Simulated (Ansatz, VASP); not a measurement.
**Sb: VASP beside Ansatz**

The input INCAR:

```
PREC     = Accurate       # precision mode
ENCUT    = 520            # plane-wave cutoff, eV
EDIFF    = 1E-6           # SCF threshold, eV
ISMEAR   = 0              # smearing method
SIGMA    = 0.05           # smearing width, eV
LREAL    = False          # projectors in reciprocal space
LASPH    = True           # aspherical terms in the spheres
NELM     = 100            # most SCF steps
ALGO     = Normal         # electronic algorithm
ISIF     = 2              # what is computed and relaxed
LWAVE    = False          # write WAVECAR
LCHARG   = True           # write CHGCAR
LDIPOL   = True         
IDIPOL   = 3            
DIPOL    = 0.5 0.5 0.388
GGA      = PE             # functional
IVDW     = 12             # dispersion correction
LELF     = True           # ELF
LVHAR    = True         
LVACPOTAV= True         
NBANDS   = 18             # bands
```

File KPOINTS:

```
Automatic mesh
0
Gamma
  9 9 1
```

File POSCAR:

```
Sb
1.0
    4.0686848921      0.0000000000      0.0000000000
   -2.0343424461      3.5235844766      0.0000000000
    0.0000000000      0.0000000000     20.8000277116
Sb
4
Direct
    0.3333333333      0.6666666667      0.2956733491
    0.6666666667      0.3333333333      0.2163458656
    0.0000000000      1.0000000000      0.5600967399
    0.3333333333      0.6666666667      0.4807692564
```

Input for Ansatz:

```yaml
crystal:
  lattice:
    - [4.0686848921, 0.0, 0.0]
    - [-2.0343424461, 3.5235844766, 0.0]
    - [0.0, 0.0, 20.8000277116]
  atoms:
    - { symbol: Sb, position: [0.3333333333, 0.6666666667, 0.2956733491] }
    - { symbol: Sb, position: [0.6666666667, 0.3333333333, 0.2163458656] }
    - { symbol: Sb, position: [0.0, 1.0, 0.5600967399] }
    - { symbol: Sb, position: [0.3333333333, 0.6666666667, 0.4807692564] }
basis:
  ecutwfc: 420
kpoints:
  mp_grid: { grid: [9, 9, 1] }
hamiltonian:
  xc: pbe
  dispersion: d3bj
scf:
  occupations: { method: gaussian, width: 0.05 }
output:
  forces: true
  eigenvalues: true
efield:
  axis: 3
  dipole_correction: true
  ramp_width: 0.04
```

Alike in both runs: task single point; functional PBE; dispersion D3(BJ); k mesh 9 × 9 × 1; occupations gaussian, width 0.05 eV; no spin polarisation.

|  | VASP | Ansatz |
| --- | --- | --- |
| version | VASP 6.6.1 | Ansatz 0.2.0 |
| potentials or method | VASP PAW PBE potentials, release 64 (Sb), cutoff 520 eV | scalar-relativistic, plane waves, PAW |
| valence electrons in the cell | 20 | 60 |

|  | VASP | Ansatz | Ansatz less VASP |
| --- | --- | --- | --- |
| gap on the k mesh at the Fermi level (eV) | 0.87 | 0.86 | -0.010 |
| least direct gap on the mesh (eV) | 1.30 | 1.34 | +0.037 |
| rms of the force components (eV/Å) | 0.056 | 0.014 | -0.0420 |

Atom by atom the forces differ by 0.050 eV/Å (rms over components). VASP's potentials hold 20 valence electrons a cell and Ansatz's 60, so a difference there can come from the potentials and not from the codes.

Neither program's run includes spin-orbit coupling.
